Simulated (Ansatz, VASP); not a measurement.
MgO: VASP beside Ansatz

The input INCAR:

```
PREC = Accurate
ENCUT = 520
EDIFF = 1E-7
ISMEAR = 0
SIGMA = 0.05
LREAL = F
LASPH = T
NELM = 80
ALGO = Normal
ISIF = 2
LWAVE = F
LCHARG = F
GGA = PS
NBANDS = 16
```

KPOINTS

```
Automatic mesh
0
Gamma
  9 9 6
```

Contents of POSCAR:

```
MgO
1.0
    3.3965520429      0.0000000000      0.0000000000
   -1.6982760214      2.9415003544      0.0000000000
    0.0000000000      0.0000000000      4.7480401007
Mg O
2 2
Direct
    0.3333333333      0.6666666667      0.0154725274
    0.6666666667      0.3333333333      0.5154725274
    0.3333333333      0.6666666667      0.4009416620
    0.6666666667      0.3333333333      0.9009416620
```

Input for Ansatz:

```yaml
crystal:
  lattice:
    - [3.3965520429, 0.0, 0.0]
    - [-1.6982760214, 2.9415003544, 0.0]
    - [0.0, 0.0, 4.7480401007]
  atoms:
    - { symbol: Mg, position: [0.3333333333, 0.6666666667, 0.0154725274] }
    - { symbol: Mg, position: [0.6666666667, 0.3333333333, 0.5154725274] }
    - { symbol: O, position: [0.3333333333, 0.6666666667, 0.400941662] }
    - { symbol: O, position: [0.6666666667, 0.3333333333, 0.900941662] }
basis:
  ecutwfc: 520.0
kpoints:
  mp_grid: { grid: [9, 9, 6] }
hamiltonian:
  xc: pbesol
  pseudopotentials: { kind: paw, azcp: { folder: soft_1 } }
scf:
  occupations: { method: gaussian, width: 0.05 }
output:
  forces: true
  stress: true
  eigenvalues: true
```

Alike in both runs: task single point; functional PBEsol; k mesh 9 × 9 × 6; occupations gaussian, width 0.05 eV; no spin polarisation.

```csv
,VASP,Ansatz
version,VASP 6.6.1,Ansatz 0.2.0
potentials or method,"VASP PAW PBE potentials, release 64 (Mg, O), cutoff 520 eV","scalar-relativistic, plane waves, PAW"
valence electrons in the cell,16,32
```

Ansatz gave:

| Property | Result |
| --- | --- |
| gap on the k mesh at the Fermi level (eV) | 3.31 |
| least direct gap on the mesh (eV) | 3.31 |
| pressure (GPa) | 2.4 |
| traceless stress, the component that is largest in VASP (GPa) | 17.96 |
| rms of the force components (eV/Å) | 1.060 |

Task: Estimate VASP's values.

Result: gap on the k mesh at the Fermi level (eV): 3.31; least direct gap on the mesh (eV): 3.31; pressure (GPa): 2.2; traceless stress, the component that is largest in VASP (GPa): 18.36; rms of the force components (eV/Å): 1.082.

VASP's potentials were made for PBE, not for PBEsol, and Ansatz warns of the same on its side. Atom by atom the forces differ by 0.023 eV/Å (rms over components). VASP's potentials hold 16 valence electrons a cell and Ansatz's 32, so a difference there can come from the potentials and not from the codes.
